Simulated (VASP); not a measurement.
Write the native input for VASP 6.6.1 that does the following.

| Property | Result |
| --- | --- |
| Task | single point |
| Functional | PBEsol |
| Potentials or basis | VASP PAW PBE potentials, release 64 (Mg) |
| Cutoff | 520 eV |
| k mesh | 10 × 10 × 10 |
| Occupations | gaussian, width 0.1 eV |
| Spin | no spin polarisation |
| Dipole correction | no |
| Further INCAR settings | ALGO = Normal; EDIFF = 1e-06; NBANDS = 12 |

The structure of Mg lies in POSCAR:

```
Mg
1.0
   -3.3091554736      3.3091554736      2.9357402925
    3.3091554736     -3.3091554736      2.9357402925
    3.3091554736      3.3091554736     -2.9357402925
Mg
4
Direct
    0.1671001006      0.6671001006      0.8342001911
    0.8328998994      0.3328998994      0.1657998089
    0.6671001006      0.8328998994      0.5000000000
    0.3328998994      0.1671001006      0.5000000000
```

This cell differs from its parent crystal: Sr replaced by Mg, lengths x 0.834, strained.

One way to write it, as run:

INCAR

```
PREC = Accurate
ENCUT = 520
EDIFF = 1E-6
ISMEAR = 0
SIGMA = 0.1
LREAL = F
LASPH = T
NELM = 100
ALGO = Normal
ISIF = 2
LWAVE = F
LCHARG = F
GGA = PS
NBANDS = 12
```

KPOINTS

```
Automatic mesh
0
Gamma
  10 10 10
```

Potentials or basis: VASP PAW PBE potentials, release 64 (Mg).

Launch:

```console
$ cat potpaw_PBE.64/Mg/POTCAR > POTCAR
$ mpirun -np 1 vasp_std > vasp.out
```

Results of the run:

```json
{
 "Pressure": "-5.2 GPa",
 "Largest force": "0.005 eV/Å",
 "Band gap on the k mesh": "zero (band 4 reaches 2.00 eV, above the bottom of band 5 at -0.25 eV)"
}
```

Caveat: the cell differs from its parent crystal (Sr replaced by Mg, lengths x 0.834, strained); the PAW data sets were made with another functional, which shifts forces and pressure a little.

It took 59 s on 1 thread of Intel(R) Xeon(R) 6975P-C (Granite Rapids), on a shared host, peak memory 0.33 GiB.
